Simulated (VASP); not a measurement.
# KTaO3 (Pm-3m) in VASP: notebook

Runs on KTaO3. Level: LDA. Tasks: single point, relaxation of cell and atoms.

Program: VASP 6.6.1. These are calculated values, not measurements. Logs are shortened: lines on timing, memory, paths and dates and some standing lists are left out, and cuts for length are marked.

## 1. The cell of the first run

The structure is cubic, space group Pm-3m (No. 221). Conventional cell: a = 3.952 Å, b = 3.952 Å, c = 3.952 Å, α = 90.00°, β = 90.00°, γ = 90.00°. Within 3.7 Å of K (site symmetry m-3m) lie 12 O at 2.79 Å and 8 Ta at 3.42 Å. Within 2.6 Å of Ta (site symmetry m-3m) lie 6 O at 1.98 Å. O (site symmetry 4/mmm) has 2 Ta at 1.98 Å within 2.6 Å.

## 2. Single point, LDA

File INCAR:

```
SYSTEM = KTaO3
ALGO = Normal ; EDIFF = 1E-7
ENCUT = 520 ; GGA = CA
ISIF = 2 ; ISMEAR = 0
LASPH = .TRUE. ; LCHARG = .FALSE.
LREAL = .FALSE. ; LWAVE = .FALSE.
NBANDS = 27 ; NELM = 80
PREC = Accurate ; SIGMA = 0.02
```

File KPOINTS:

```
k-points
0
G
  8 8 8
  0 0 0
```

File POSCAR:

```
KTaO3
1.0
    3.9519913039      0.0000000000      0.0000000000
    0.0000000000      3.9519913039      0.0000000000
    0.0000000000      0.0000000000      3.9519913039
K Ta O
1 1 3
Direct
    0.5000000000      0.5000000000      0.5000000000
    0.0000000000      0.0000000000      0.0000000000
    0.5000000000      0.0000000000      0.0000000000
    0.0000000000      0.5000000000      0.0000000000
    0.0000000000      0.0000000000      0.5000000000
```

Potentials or basis: VASP PAW LDA potentials, release 64 (K_sv, Ta_pv, O).

Launch:

```console
$ cat potpaw_LDA.64/K_sv/POTCAR potpaw_LDA.64/Ta_pv/POTCAR potpaw_LDA.64/O/POTCAR > POTCAR
$ mpirun -np 1 vasp_std > vasp.out
```

OUTCAR:

```text
SYSTEM = KTaO3
   EDIFF = 1E-7
   ENCUT = 520
   GGA = CA
   ISIF = 2
   ISMEAR = 0
   LASPH = .TRUE.
   LREAL = .FALSE.
   NELM = 80
   PREC = Accurate

 ion  position               nearest neighbor table
   1  0.500  0.500  0.500-   3 2.79   4 2.79   5 2.79   3 2.79   4 2.79   3 2.79   5 2.79   3 2.79
                             4 2.79   5 2.79   4 2.79   5 2.79   2 3.42   2 3.42   2 3.42   2 3.42
   2  0.000  0.000  0.000-   3 1.98   4 1.98   5 1.98   5 1.98   4 1.98   3 1.98   1 3.42   1 3.42
                             1 3.42   1 3.42   1 3.42   1 3.42   1 3.42   1 3.42
   3  0.500  0.000  0.000-   2 1.98   2 1.98   1 2.79   1 2.79   1 2.79   1 2.79
   4  0.000  0.500  0.000-   2 1.98   2 1.98   1 2.79   1 2.79   1 2.79   1 2.79
   5  0.000  0.000  0.500-   2 1.98   2 1.98   1 2.79   1 2.79   1 2.79   1 2.79

  LATTYP: Found a simple cubic cell.
 ALAT       =     3.9519913039

  Lattice vectors:

 A1 = (   3.9519913039,   0.0000000000,   0.0000000000)
 A2 = (   0.0000000000,   3.9519913039,   0.0000000000)
 A3 = (   0.0000000000,   0.0000000000,   3.9519913039)

Analysis of symmetry for initial positions (statically):
=====================================================================
 Subroutine PRICEL returns:
 Original cell was already a primitive cell.

 Routine SETGRP: Setting up the symmetry group for a
 simple cubic supercell.

 Subroutine GETGRP returns: Found 48 space group operations
 (whereof 48 operations were pure point group operations)
 out of a pool of 48 trial point group operations.

The static configuration has the point symmetry O_h .

Analysis of symmetry for dynamics (positions and initial velocities):
=====================================================================
 Subroutine PRICEL returns:
 Original cell was already a primitive cell.

 Routine SETGRP: Setting up the symmetry group for a
 simple cubic supercell.

 Subroutine GETGRP returns: Found 48 space group operations
 (whereof 48 operations were pure point group operations)
 out of a pool of 48 trial point group operations.

The dynamic configuration has the point symmetry O_h .

 Subroutine INISYM returns: Found 48 space group operations
 (whereof 48 operations are pure point group operations),
 and found     1 'primitive' translations

----------------------------------------------------------------------------------------

                                     Primitive cell

  volume of cell :      61.7231

  direct lattice vectors                    reciprocal lattice vectors
     3.951991304  0.000000000  0.000000000     0.253036994  0.000000000  0.000000000
     0.000000000  3.951991304  0.000000000     0.000000000  0.253036994  0.000000000
     0.000000000  0.000000000  3.951991304     0.000000000  0.000000000  0.253036994

  length of vectors
     3.951991304  3.951991304  3.951991304     0.253036994  0.253036994  0.253036994

  position of ions in fractional coordinates (direct lattice)
     0.500000000  0.500000000  0.500000000
     0.000000000  0.000000000  0.000000000
     0.500000000  0.000000000  0.000000000
     0.000000000  0.500000000  0.000000000
     0.000000000  0.000000000  0.500000000

  ion indices of the primitive-cell ions
   primitive index   ion index
                 1           1
                 2           2
                 3           3
                 4           4
                 5           5

----------------------------------------------------------------------------------------

 KPOINTS: k-points

Automatic generation of k-mesh.
 Grid dimensions read from file:
 generate k-points for:    8    8    8

 Generating k-lattice:

  Cartesian coordinates                     Fractional coordinates (reciprocal lattice)
     0.031629624  0.000000000  0.000000000     0.125000000  0.000000000  0.000000000
     0.000000000  0.031629624  0.000000000     0.000000000  0.125000000  0.000000000
     0.000000000  0.000000000  0.031629624     0.000000000  0.000000000  0.125000000

  Length of vectors
     0.031629624  0.031629624  0.031629624

  Shift w.r.t. Gamma in fractional coordinates (k-lattice)
     0.000000000  0.000000000  0.000000000

 Subroutine IBZKPT returns following result:
 ===========================================

 Found     35 irreducible k-points:

 Following reciprocal coordinates:
            Coordinates               Weight
  0.000000  0.000000  0.000000      1.000000
  0.125000  0.000000  0.000000      6.000000
  0.250000  0.000000  0.000000      6.000000
  0.375000  0.000000  0.000000      6.000000
  0.500000  0.000000  0.000000      3.000000
  0.125000  0.125000  0.000000     12.000000
[... 16 lines left out ...]
  0.375000  0.375000  0.125000     24.000000
  0.500000  0.375000  0.125000     24.000000
 [... further k-points ...]
   k-points           NKPTS =     35   k-points in BZ     NKDIM =     35   number of bands    NBANDS=     27
   number of dos      NEDOS =    301   number of ions     NIONS =      5
   total plane-waves  NPLWV =  27000
   dimension x,y,z NGX =    30 NGY =   30 NGZ =   30
   dimension x,y,z NGXF=    60 NGYF=   60 NGZF=   60
   ions per type =               1   1   3
   NGX,Y,Z   is equivalent  to a cutoff of  12.62, 12.62, 12.62 a.u.
   NGXF,Y,Z  is equivalent  to a cutoff of  25.24, 25.24, 25.24 a.u.
 SYSTEM =  KTaO3
   PREC   = accura    normal or accurate (medium, high low for compatibility)
   ISTART =      0    job   : 0-new  1-cont  2-samecut
   ICHARG =      2    charge: 1-file 2-atom 10-const
   ISPIN  =      1    spin polarized calculation?
   LNONCOLLINEAR =      F non collinear calculations
   LSORBIT =      F    spin-orbit coupling
   LASPH  =      T    aspherical Exc in radial PAW
   ENCUT  =  520.0 eV  38.22 Ry    6.18 a.u.   7.35  7.35  7.35*2*pi/ulx,y,z
   NELM   =     80;   NELMIN=  2; NELMDL= -5     # of ELM steps
   EDIFF  = 0.1E-06   stopping-criterion for ELM
   LREAL  =      F    real-space projection
   EDIFFG = 0.1E-05   stopping-criterion for IOM
   NSW    =      0    number of steps for IOM
   IBRION =     -1    ionic relax: 0-MD 1-quasi-New 2-CG
   NFREE  =      0    steps in history (QN), initial steepest desc. (CG)
   ISIF   =      2    stress and relaxation
   ISYM   =      2    0-nonsym 1-usesym 2-fastsym
   POTIM  = 0.5000    time-step for ionic-motion
   TEBEG  =    0.0;   TEEND  =   0.0 temperature during run
   PSTRESS=    0.0 pullay stress
   NELECT =      38.0000    total number of electrons
   NUPDOWN=      -1.0000    fix difference up-down
   EMIN   =  10.00;   EMAX   =-10.00  energy-range for DOS
   EFERMI =   0.00;   METHOD = LEGACY
   ISMEAR =     0;   SIGMA  =   0.02  broadening in eV -4-tet -1-fermi 0-gaus
   EFERMI_NEDOS =   21; number of points for ismear=-14 and -15
   IALGO  =     38    algorithm
   IMIX   =      4    mixing-type and parameters
     AMIX     =   0.40;   BMIX     =  1.00
     AMIX_MAG =   1.60;   BMIX_MAG =  1.00
  volume/ion in A,a.u.               =      12.34        83.31
  Fermi-wavevector in a.u.,A,eV,Ry     =   1.392687  2.631796 26.389531  1.939576
  Thomas-Fermi vector in A             =   2.516405
   LORBIT       =      0    0 simple, 1 ext, 2 COOP (PROOUT), +10 PAW based schemes
   GGA     = CA    functional components
   LHFCALC =     F    Hartree Fock is set to
   AEXX    =    0.0000 exact exchange contribution
   IVDW    =     0    specifies the selected vdW correction
   LEPSILON=     F    determine dielectric tensor
   LRPA    =     F    only Hartree local field effects (RPA)
 non-spin polarized calculation
 Gauss-broadening in eV      SIGMA  =   0.02
  energy-cutoff  :      520.00
  volume of cell :       61.72
 maximum number of plane-waves:      1682
 NGX is ok and might be reduce to    30
   NGX = 15   NGY = 15   NGZ = 15

 number of electron      37.9999983 magnetization

 Free energy of the ion-electron system (eV)
  ---------------------------------------------------
  ext. energy  EPLUGINS =         0.00000000
  ---------------------------------------------------
  free energy    TOTEN  =       -45.05689514 eV

  energy without entropy =      -45.05689514  energy(sigma->0) =      -45.05689514

 E-fermi :   1.8801     XC(G=0): -11.5704

 val. band max:        1.7177193576   @ k =   0.5000   0.5000   0.5000
 cond. band min:       3.7929402574   @ k =   0.0000   0.0000   0.0000
 fundamental gap:      2.0752208998
 Fermi energy:         1.8801222655

 k-point     1 :       0.0000    0.0000    0.0000
  band No.  band energies     occupation
      1     -32.0760      2.00000
      2     -32.0760      2.00000
      3     -32.0760      2.00000
      4     -25.1383      2.00000
      5     -15.6410      2.00000
      6     -14.8951      2.00000
[... 19 lines left out ...]
     26       9.4767      0.00000
     27       9.4767      0.00000

 k-point     2 :       0.1250    0.0000    0.0000
  band No.  band energies     occupation
      1     -32.0915      2.00000
      2     -32.0754      2.00000
      3     -32.0754      2.00000
      4     -25.1329      2.00000
      5     -15.5944      2.00000
      6     -14.8914      2.00000
[... 19 lines left out ...]
     26       9.6873      0.00000
     27       9.7665      0.00000

 k-point     3 :       0.2500    0.0000    0.0000
  band No.  band energies     occupation
      1     -32.1285      2.00000
      2     -32.0739      2.00000
      3     -32.0739      2.00000
      4     -25.1199      2.00000
      5     -15.5454      2.00000
      6     -14.8816      2.00000
[... 19 lines left out ...]
     26      10.2199      0.00000
     27      10.9594      0.00000

 k-point     4 :       0.3750    0.0000    0.0000
  band No.  band energies     occupation
      1     -32.1650      2.00000
      2     -32.0724      2.00000
      3     -32.0724      2.00000
      4     -25.1069      2.00000
      5     -15.5482      2.00000
      6     -14.8718      2.00000
[... 19 lines left out ...]
     26      10.7873      0.00000
     27      12.1651      0.00000

 k-point     5 :       0.5000    0.0000    0.0000
  band No.  band energies     occupation
      1     -32.1800      2.00000
      2     -32.0718      2.00000
      3     -32.0718      2.00000
      4     -25.1016      2.00000
      5     -15.5566      2.00000
      6     -14.8676      2.00000
[... 19 lines left out ...]
     26      11.0353      0.00000
     27      12.0464      0.00000

 k-point     6 :       0.1250    0.1250    0.0000
  band No.  band energies     occupation
      1     -32.0911      2.00000
      2     -32.0906      2.00000
      3     -32.0748      2.00000
      4     -25.1279      2.00000
      5     -15.5356      2.00000
      6     -14.8357      2.00000
[... 444 lines left out ...]
      1     -32.1615      2.00000
      2     -32.1235      2.00000
      3     -32.0855      2.00000
      4     -25.0939      2.00000
      5     -15.1409      2.00000
      6     -14.5044      2.00000
[... 19 lines left out ...]
     26      11.6717      0.00000
     27      12.5110      0.00000

 k-point    22 :       0.5000    0.2500    0.1250
  band No.  band energies     occupation
      1     -32.1764      2.00000
      2     -32.1228      2.00000
      3     -32.0849      2.00000
      4     -25.0902      2.00000
      5     -15.1298      2.00000
      6     -14.5009      2.00000
[... 19 lines left out ...]
     26      11.7889      0.00000
     27      12.3615      0.00000

 k-point    23 :       0.3750    0.3750    0.1250
  band No.  band energies     occupation
      1     -32.1598      2.00000
      2     -32.1593      2.00000
      3     -32.0840      2.00000
      4     -25.0868      2.00000
      5     -15.0372      2.00000
      6     -14.1414      2.00000
[... 19 lines left out ...]
     26      12.2889      0.00000
     27      12.4021      0.00000

 k-point    24 :       0.5000    0.3750    0.1250
  band No.  band energies     occupation
      1     -32.1744      2.00000
      2     -32.1588      2.00000
      3     -32.0834      2.00000
      4     -25.0839      2.00000
      5     -15.0106      2.00000
      6     -14.1205      2.00000
[... 19 lines left out ...]
     26      12.3704      0.00000
     27      12.5160      0.00000

 [... further k-points ...]
[... 5 lines left out ...]
  --------------------------------------------------------------------------------------
  -------------------------------------------------------------------------------------
  Total        0.5180316      0.5180316      0.5180316     -0.0000000     -0.0000000      0.0000000
  in kB       13.4467987     13.4467987     13.4467987     -0.0000000     -0.0000000      0.0000000
  external PRESSURE =      13.4467987 kB  Pullay stress =       0.0000000 kB

 VOLUME and BASIS-vectors are now :
 -----------------------------------------------------------------------------
  energy-cutoff  :      520.00
  volume of cell :       61.72
      direct lattice vectors                 reciprocal lattice vectors
     3.951991304  0.000000000  0.000000000     0.253036994  0.000000000  0.000000000
     0.000000000  3.951991304  0.000000000     0.000000000  0.253036994  0.000000000
     0.000000000  0.000000000  3.951991304     0.000000000  0.000000000  0.253036994

 POSITION                                       TOTAL-FORCE (eV/Angst)
 -----------------------------------------------------------------------------------
      1.97600      1.97600      1.97600         0.000000      0.000000      0.000000
      0.00000      0.00000      0.00000         0.000000      0.000000      0.000000
      1.97600      0.00000      0.00000         0.000000      0.000000      0.000000
      0.00000      1.97600      0.00000         0.000000      0.000000      0.000000
      0.00000      0.00000      1.97600         0.000000      0.000000      0.000000
 -----------------------------------------------------------------------------------
    total drift:                                0.000000     -0.000000      0.000000

  FREE ENERGIE OF THE ION-ELECTRON SYSTEM (eV)
  ---------------------------------------------------
  free  energy   TOTEN  =       -45.0568951355 eV

  energy  without entropy=      -45.0568951355  energy(sigma->0) =      -45.05689514
```

It took 44 s on 1 thread of Intel Xeon 6975P-C, shared host; peak memory 0.19 GiB.

What came out:

```yaml
Free_energy: -45.0569 eV
Pressure: 1.3 GPa
Band_gap_on_the_k_mesh: 2.08 eV, indirect (least direct gap 2.69 eV)
```

Levels at points of the mesh, in eV from the valence-band top:
| k point | band 16 | band 17 | band 18 | band 19 | band 20 | band 21 | band 22 | band 23 |
| --- | --- | --- | --- | --- | --- | --- | --- | --- |
| (0.00, 0.00, 0.00) | -1.12 | -0.61 | -0.61 | -0.61 | 2.08 | 2.08 | 2.08 | 6.60 |
| (0.50, 0.00, 0.00) | -2.25 | -1.64 | -0.85 | -0.85 | 2.25 | 5.12 | 5.12 | 7.13 |
| (0.50, 0.50, 0.00) | -1.59 | -1.48 | -1.48 | -0.04 | 5.16 | 5.16 | 6.48 | 8.01 |
| (0.50, 0.50, 0.50) | -4.04 | 0.00 | 0.00 | 0.00 | 6.65 | 6.65 | 6.65 | 8.80 |

Caveat: spin-orbit coupling is left out, which moves the levels of the heavy elements.

## 3. Relaxation of cell and atoms, LDA

This run uses another cell than the first one, of 13.04 Å³/atom, 1.056 times its volume.

File INCAR:

```
  ALGO = Normal
  EDIFF = 1E-7
  EDIFFG = -0.005
  ENCUT = 600
  IBRION = 2
  ISIF = 3
  ISMEAR = 0
  LASPH = True
  LCHARG = False
  LREAL = False
  LWAVE = False
  NELM = 60
  NSW = 70
  PREC = Accurate
  SIGMA = 0.02
```

File KPOINTS:

```
k-points
0
Gamma
  8 8 8
```

POSCAR, as its differences from that of step 2:

```diff
@@ -2,5 +2,5 @@
 1.0
-    3.9519913039      0.0000000000      0.0000000000
-    0.0000000000      3.9519913039      0.0000000000
-    0.0000000000      0.0000000000      3.9519913039
+    4.0243806737      0.0000000000      0.0000000000
+    0.0000000000      4.0243806737      0.0000000000
+    0.0000000000      0.0000000000      4.0243806737
 K Ta O
```

Potentials or basis: VASP PAW LDA potentials, release 64 (K_sv, Ta_pv, O).

Launch:

```console
$ cat potpaw_LDA.64/K_sv/POTCAR potpaw_LDA.64/Ta_pv/POTCAR potpaw_LDA.64/O/POTCAR > POTCAR
$ mpirun -np 1 vasp_std > vasp.out
```

It took 100 s on 1 thread of Intel Xeon 6975P-C, shared host; peak memory 0.21 GiB.

Results (log left out):

| Quantity | Value |
| --- | --- |
| Free energy | -45.0747 eV |
| Relaxed volume | 12.40 Å³/atom |
| Relaxed cell | a = 3.958 Å, b = 3.958 Å, c = 3.958 Å, α = 90.00°, β = 90.00°, γ = 90.00° |
| Space group after relaxing (to 0.05 Å) | Pm-3m (No. 221) |
| Energy gained by relaxing | 19.8 meV/atom |
| Ionic steps | 4 |
| Pressure after relaxing | 0.0 GPa |
| Band gap on the k mesh | 2.07 eV, indirect (least direct gap 2.68 eV) |

Step by step:
| step | energy change (eV) | largest force (eV/Å) | pressure (GPa) | volume (Å³) |
| --- | --- | --- | --- | --- |
| 1 | 0.0000 | 0.0000 | -9.64 | 65.18 |
| 2 | 0.0970 | 0.0000 | 16.78 | 58.05 |
| 3 | -0.0991 | 0.0000 | -0.17 | 62.08 |
| 4 | -0.0991 | 0.0000 | 0.04 | 62.02 |

Final structure:
```cif
data_structure
_symmetry_space_group_name_H-M 'P 1'
_symmetry_Int_Tables_number 1
_cell_length_a 3.9583
_cell_length_b 3.9583
_cell_length_c 3.9583
_cell_angle_alpha 90.000
_cell_angle_beta 90.000
_cell_angle_gamma 90.000
_cell_volume 62.02
loop_
_atom_site_label
_atom_site_type_symbol
_atom_site_fract_x
_atom_site_fract_y
_atom_site_fract_z
_atom_site_occupancy
K1 K 0.50000 0.50000 0.50000 1
Ta1 Ta 0.00000 0.00000 0.00000 1
O1 O 0.50000 0.00000 0.00000 1
O2 O 0.00000 0.50000 0.00000 1
O3 O 0.00000 0.00000 0.50000 1
```

Levels at points of the mesh, in eV from the valence-band top:
```tsv
k point	band 17	band 18	band 19	band 20	band 21	band 22
(0.00, 0.00, 0.00)	-0.61	-0.61	-0.61	2.07	2.07	2.07
(0.50, 0.00, 0.00)	-1.62	-0.85	-0.85	2.24	5.09	5.09
(0.50, 0.50, 0.00)	-1.48	-1.48	-0.04	5.13	5.13	6.44
(0.50, 0.50, 0.50)	0.00	0.00	0.00	6.60	6.60	6.60
```

Caveat: spin-orbit coupling is left out, which moves the levels of the heavy elements. Zero-point motion and thermal expansion aren't in these numbers.
